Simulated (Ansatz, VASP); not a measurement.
## Two plane-wave programs on AlC2N2

```
Al C N
1.0
     3.25710   -3.54084    0.00000
     3.25710    3.54084    0.00000
     0.00000    0.00000    7.08167
Al C N
2 4 4
Direct
  0.00000 0.00000 0.00000
  0.50000 0.50000 0.50000
  0.18722 0.81278 0.81278
  0.81278 0.18722 0.18722
  0.18722 0.81278 0.18722
  0.81278 0.18722 0.81278
  0.30404 0.69596 0.69596
  0.69596 0.30404 0.30404
  0.30404 0.69596 0.30404
  0.69596 0.30404 0.69596
```

Alike in both runs: task single point; functional PBE; k mesh 4 × 4 × 4; occupations gaussian, width 0.1 eV; collinear spin.

|  | VASP | Ansatz |
| --- | --- | --- |
| version | VASP 6.6.1 | Ansatz 0.2.0 |
| potentials or method | VASP PAW PBE potentials, release 64 (Al, C, N), cutoff 520 eV | scalar-relativistic, plane waves, PAW |
| valence electrons in the cell | 42 | 42 |

VASP gave:

```
gap on the k mesh at the Fermi level (eV)                     : none
pressure (GPa)                                                : 4.0
traceless stress, the component that is largest in VASP (GPa) : -1.40
rms of the force components (eV/Å)                            : 1.077
net moment per atom (μB)                                      : 0.00
```

Task: What did Ansatz give for the same quantities?

Result: gap on the k mesh at the Fermi level (eV): none; pressure (GPa): 3.6; traceless stress, the component that is largest in VASP (GPa): -0.94; rms of the force components (eV/Å): 0.966; net moment per atom (μB): 0.00.

Atom by atom the forces differ by 0.198 eV/Å (rms over components). A gap of «none» marks a metal or a gap that the smearing closes. Ansatz's warnings: seeded moment not kept.

Noted on VASP's run: the standard files for N, O and F lose accuracy on very short bonds.
